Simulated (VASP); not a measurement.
# Cu (P6_3/mmc) in VASP: notebook

The runs below take Cu through single point, relaxation of cell and atoms, with PBE.

All numbers are computed with VASP 6.6.1; they aren't measurements. Logs are shortened: lines on timing, memory, paths and dates and some standing lists are left out, and cuts for length are marked.

## (1) The cell of the first run

Symmetry: P6_3/mmc, No. 194, hexagonal system. The conventional cell has a = 2.576 Å, b = 2.576 Å, c = 4.168 Å, α = 90.00°, β = 90.00°, γ = 120.00°. Cu (site symmetry -6m2) has 12 Cu at 2.56 to 2.58 Å within 3.4 Å.

## (2) Single point, PBE

INCAR reads:

```
PREC     = Accurate       # precision mode
ENCUT    = 520            # plane-wave cutoff, eV
EDIFF    = 1E-6           # SCF threshold, eV
ISMEAR   = 0              # smearing method
SIGMA    = 0.05           # smearing width, eV
LREAL    = F              # projectors in reciprocal space
LASPH    = T              # aspherical terms in the spheres
NELM     = 100            # most SCF steps
ALGO     = Normal         # electronic algorithm
ISIF     = 2              # what is computed and relaxed
LWAVE    = F              # write WAVECAR
LCHARG   = F              # write CHGCAR
GGA      = PE             # functional
NBANDS   = 18             # bands
```

KPOINTS reads:

```
regular mesh
0
Gamma
  8 8 6
```

POSCAR reads:

```
Cu
1.0
    2.5762479919      0.0000000000      0.0000000000
   -1.2881239960      2.2310962074      0.0000000000
    0.0000000000      0.0000000000      4.1676247862
Cu
2
Direct
    0.3333333333      0.6666666667      0.7500000000
    0.6666666667      0.3333333333      0.2500000000
```

Potentials or basis: VASP PAW PBE potentials, release 64 (Cu).

On the command line:

```console
cat potpaw_PBE.64/Cu/POTCAR > POTCAR
mpirun -np 1 vasp_std > vasp.out
```

OUTCAR:

```text
PREC = Accurate
   ENCUT = 520
   EDIFF = 1E-6
   ISMEAR = 0
   LREAL = F
   LASPH = T
   NELM = 100
   ISIF = 2
   GGA = PE

 ion  position               nearest neighbor table
   1  0.333  0.667  0.750-   2 2.56   2 2.56   2 2.56   2 2.56   2 2.56   2 2.56
   2  0.667  0.333  0.250-   1 2.56   1 2.56   1 2.56   1 2.56   1 2.56   1 2.56

  LATTYP: Found a hexagonal cell.
 ALAT       =     2.5762479919
 C/A-ratio  =     1.6177110275

  Lattice vectors:

 A1 = (   2.5762479919,   0.0000000000,   0.0000000000)
 A2 = (  -1.2881239960,   2.2310962074,   0.0000000000)
 A3 = (   0.0000000000,   0.0000000000,   4.1676247862)

Analysis of symmetry for initial positions (statically):
=====================================================================
 Subroutine PRICEL returns:
 Original cell was already a primitive cell.

 Routine SETGRP: Setting up the symmetry group for a
 hexagonal supercell.

 Subroutine GETGRP returns: Found 24 space group operations
 (whereof 12 operations were pure point group operations)
 out of a pool of 24 trial point group operations.

The static configuration has the point symmetry D_3d.
 The point group associated with its full space group is D_6h.

Analysis of symmetry for dynamics (positions and initial velocities):
=====================================================================
 Subroutine PRICEL returns:
 Original cell was already a primitive cell.

 Routine SETGRP: Setting up the symmetry group for a
 hexagonal supercell.

 Subroutine GETGRP returns: Found 24 space group operations
 (whereof 12 operations were pure point group operations)
 out of a pool of 24 trial point group operations.

The dynamic configuration has the point symmetry D_3d.
 The point group associated with its full space group is D_6h.

 Subroutine INISYM returns: Found 24 space group operations
 (whereof 12 operations are pure point group operations),
 and found     1 'primitive' translations

----------------------------------------------------------------------------------------

                                     Primitive cell

  volume of cell :      23.9549

  direct lattice vectors                    reciprocal lattice vectors
     2.576247992  0.000000000  0.000000000     0.388161389  0.224105083  0.000000000
    -1.288123996  2.231096207  0.000000000     0.000000000  0.448210165  0.000000000
     0.000000000  0.000000000  4.167624786     0.000000000  0.000000000  0.239944825

  length of vectors
     2.576247992  2.576247992  4.167624786     0.448210165  0.448210165  0.239944825

  position of ions in fractional coordinates (direct lattice)
     0.333333333  0.666666667  0.750000000
     0.666666667  0.333333333  0.250000000

  ion indices of the primitive-cell ions
   primitive index   ion index
                 1           1
                 2           2

----------------------------------------------------------------------------------------

 KPOINTS: regular mesh

Automatic generation of k-mesh.
 Grid dimensions read from file:
 generate k-points for:    8    8    6

 Generating k-lattice:

  Cartesian coordinates                     Fractional coordinates (reciprocal lattice)
     0.048520174  0.028013135  0.000000000     0.125000000  0.000000000  0.000000000
     0.000000000  0.056026271  0.000000000     0.000000000  0.125000000  0.000000000
     0.000000000  0.000000000  0.039990804     0.000000000  0.000000000  0.166666667

  Length of vectors
     0.056026271  0.056026271  0.039990804

  Shift w.r.t. Gamma in fractional coordinates (k-lattice)
     0.000000000  0.000000000  0.000000000

 Subroutine IBZKPT returns following result:
 ===========================================

 Found     40 irreducible k-points:

 Following reciprocal coordinates:
            Coordinates               Weight
  0.000000  0.000000  0.000000      1.000000
  0.125000  0.000000  0.000000      6.000000
  0.250000  0.000000  0.000000      6.000000
  0.375000  0.000000  0.000000      6.000000
  0.500000  0.000000  0.000000      3.000000
  0.125000  0.125000  0.000000      6.000000
[... 16 lines left out ...]
  0.250000  0.000000  0.333333     12.000000
  0.375000  0.000000  0.333333     12.000000
 [... further k-points ...]
   k-points           NKPTS =     40   k-points in BZ     NKDIM =     40   number of bands    NBANDS=     18
   number of dos      NEDOS =    301   number of ions     NIONS =      2
   total plane-waves  NPLWV =  12800
   dimension x,y,z NGX =    20 NGY =   20 NGZ =   32
   dimension x,y,z NGXF=    40 NGYF=   40 NGZF=   64
   ions per type =               2
   NGX,Y,Z   is equivalent  to a cutoff of  12.91, 12.91, 12.76 a.u.
   NGXF,Y,Z  is equivalent  to a cutoff of  25.81, 25.81, 25.53 a.u.
 SYSTEM =  unknown system
   PREC   = accura    normal or accurate (medium, high low for compatibility)
   ISTART =      0    job   : 0-new  1-cont  2-samecut
   ICHARG =      2    charge: 1-file 2-atom 10-const
   ISPIN  =      1    spin polarized calculation?
   LNONCOLLINEAR =      F non collinear calculations
   LSORBIT =      F    spin-orbit coupling
   LASPH  =      T    aspherical Exc in radial PAW
   ENCUT  =  520.0 eV  38.22 Ry    6.18 a.u.   4.79  4.79  7.75*2*pi/ulx,y,z
   NELM   =    100;   NELMIN=  2; NELMDL= -5     # of ELM steps
   EDIFF  = 0.1E-05   stopping-criterion for ELM
   LREAL  =      F    real-space projection
   EDIFFG = 0.1E-04   stopping-criterion for IOM
   NSW    =      0    number of steps for IOM
   IBRION =     -1    ionic relax: 0-MD 1-quasi-New 2-CG
   NFREE  =      0    steps in history (QN), initial steepest desc. (CG)
   ISIF   =      2    stress and relaxation
   ISYM   =      2    0-nonsym 1-usesym 2-fastsym
   POTIM  = 0.5000    time-step for ionic-motion
   TEBEG  =    0.0;   TEEND  =   0.0 temperature during run
   PSTRESS=    0.0 pullay stress
   NELECT =      22.0000    total number of electrons
   NUPDOWN=      -1.0000    fix difference up-down
   EMIN   =  10.00;   EMAX   =-10.00  energy-range for DOS
   EFERMI =   0.00;   METHOD = LEGACY
   ISMEAR =     0;   SIGMA  =   0.05  broadening in eV -4-tet -1-fermi 0-gaus
   EFERMI_NEDOS =   21; number of points for ismear=-14 and -15
   IALGO  =     38    algorithm
   IMIX   =      4    mixing-type and parameters
     AMIX     =   0.40;   BMIX     =  1.00
     AMIX_MAG =   1.60;   BMIX_MAG =  1.00
  volume/ion in A,a.u.               =      11.98        80.83
  Fermi-wavevector in a.u.,A,eV,Ry     =   1.591296  3.007113 34.452968  2.532222
  Thomas-Fermi vector in A             =   2.689858
   LORBIT       =      0    0 simple, 1 ext, 2 COOP (PROOUT), +10 PAW based schemes
   GGA     = PE    functional components
   LHFCALC =     F    Hartree Fock is set to
   AEXX    =    0.0000 exact exchange contribution
   IVDW    =     0    specifies the selected vdW correction
   LEPSILON=     F    determine dielectric tensor
   LRPA    =     F    only Hartree local field effects (RPA)
 non-spin polarized calculation
 Gauss-broadening in eV      SIGMA  =   0.05
  energy-cutoff  :      520.00
  volume of cell :       23.95
 maximum number of plane-waves:       660
 NGX is ok and might be reduce to    20
   NGX =  9   NGY =  9   NGZ = 15

 number of electron      22.0000005 magnetization

 Free energy of the ion-electron system (eV)
  ---------------------------------------------------
  ext. energy  EPLUGINS =         0.00000000
  ---------------------------------------------------
  free energy    TOTEN  =        -7.41251036 eV

  energy without entropy =       -7.41083221  energy(sigma->0) =       -7.41167128

 E-fermi :   7.3728     XC(G=0): -12.6446

 val. band max:        7.3119271126   @ k =   0.5000   0.0000   0.1667
 cond. band min:       7.3939289255   @ k =   0.5000   0.0000   0.0000
 fundamental gap:      0.0820018129
 Fermi energy:         7.3727514139

 k-point     1 :       0.0000    0.0000    0.0000
  band No.  band energies     occupation
      1      -1.8327      2.00000
      2       2.4314      2.00000
      3       4.4551      2.00000
      4       4.4823      2.00000
      5       4.4823      2.00000
      6       4.6917      2.00000
[... 10 lines left out ...]
     17      30.4427      0.00000
     18      30.4428      0.00000

 k-point     2 :       0.1250    0.0000    0.0000
  band No.  band energies     occupation
      1      -1.3396      2.00000
      2       2.6962      2.00000
      3       4.2251      2.00000
      4       4.5890      2.00000
      5       4.6088      2.00000
      6       4.6557      2.00000
[... 10 lines left out ...]
     17      30.7218      0.00000
     18      31.8150      0.00000

 k-point     3 :       0.2500    0.0000    0.0000
  band No.  band energies     occupation
      1       0.0521      2.00000
      2       3.1523      2.00000
      3       3.7988      2.00000
      4       3.9999      2.00000
      5       4.4622      2.00000
      6       4.6291      2.00000
[... 10 lines left out ...]
     17      25.5595      0.00000
     18      27.6063      0.00000

 k-point     4 :       0.3750    0.0000    0.0000
  band No.  band energies     occupation
      1       1.8511      2.00000
      2       3.0949      2.00000
      3       3.3140      2.00000
      4       4.1110      2.00000
      5       4.4482      2.00000
      6       4.5928      2.00000
[... 375 lines left out ...]
      4       4.2584      2.00000
      5       4.2942      2.00000
      6       4.5323      2.00000
[... 10 lines left out ...]
     17      26.9166      0.00000
     18      28.4569      0.00000

 k-point    23 :       0.2500    0.0000    0.3333
  band No.  band energies     occupation
      1       0.8978      2.00000
      2       2.7045      2.00000
      3       3.6511      2.00000
      4       4.0630      2.00000
      5       4.2657      2.00000
      6       4.6267      2.00000
[... 10 lines left out ...]
     17      25.7215      0.00000
     18      27.1089      0.00000

 k-point    24 :       0.3750    0.0000    0.3333
  band No.  band energies     occupation
      1       2.1995      2.00000
      2       2.8910      2.00000
      3       3.5261      2.00000
      4       3.8499      2.00000
      5       4.7190      2.00000
      6       4.7241      2.00000
[... 10 lines left out ...]
     17      25.7542      0.00000
     18      25.9171      0.00000

 [... further k-points ...]
[... 5 lines left out ...]
  --------------------------------------------------------------------------------------
  -------------------------------------------------------------------------------------
  Total        0.1204740      0.1204740      0.0965622     -0.0000000     -0.0000000      0.0000000
  in kB        8.0576653      8.0576653      6.4583710     -0.0000000     -0.0000000      0.0000000
  external PRESSURE =       7.5245672 kB  Pullay stress =       0.0000000 kB

 VOLUME and BASIS-vectors are now :
 -----------------------------------------------------------------------------
  energy-cutoff  :      520.00
  volume of cell :       23.95
      direct lattice vectors                 reciprocal lattice vectors
     2.576247992  0.000000000  0.000000000     0.388161389  0.224105083  0.000000000
    -1.288123996  2.231096207  0.000000000     0.000000000  0.448210165  0.000000000
     0.000000000  0.000000000  4.167624786     0.000000000  0.000000000  0.239944825

 POSITION                                       TOTAL-FORCE (eV/Angst)
 -----------------------------------------------------------------------------------
     -0.00000      1.48740      3.12572        -0.000000      0.000000      0.000000
      1.28812      0.74370      1.04191         0.000000     -0.000000      0.000000
 -----------------------------------------------------------------------------------
    total drift:                                0.000000     -0.000000      0.000000

  FREE ENERGIE OF THE ION-ELECTRON SYSTEM (eV)
  ---------------------------------------------------
  free  energy   TOTEN  =        -7.4125103618 eV

  energy  without entropy=       -7.4108322068  energy(sigma->0) =       -7.41167128
```

It took 16 s on 1 thread of AMD EPYC 7R43 (Zen 3), shared host; peak memory 0.09 GiB.

Results:

- Free energy: -7.4125 eV
- Pressure: 0.8 GPa
- Band gap on the k mesh: zero (band 11 reaches 10.44 eV, above the bottom of band 12 at 5.47 eV)

Levels at points of the mesh, in eV from the Fermi level:
| k point | band 8 | band 9 | band 10 | band 11 | band 12 | band 13 | band 14 | band 15 |
| --- | --- | --- | --- | --- | --- | --- | --- | --- |
| (0.00, 0.00, 0.00) | -2.44 | -2.44 | -1.68 | -1.68 | -0.84 | 3.85 | 21.15 | 21.36 |
| (0.50, 0.00, 0.00) | -1.61 | -1.54 | -1.51 | 0.02 | 1.53 | 7.77 | 8.15 | 10.66 |
| (0.00, 0.00, 0.50) | -2.94 | -1.90 | -1.90 | -1.90 | -1.90 | 12.61 | 12.61 | 21.84 |
| (0.50, 0.00, 0.50) | -1.84 | -1.54 | -1.54 | 0.54 | 0.54 | 4.77 | 4.77 | 15.89 |

(Continued in part 2 of 2.)
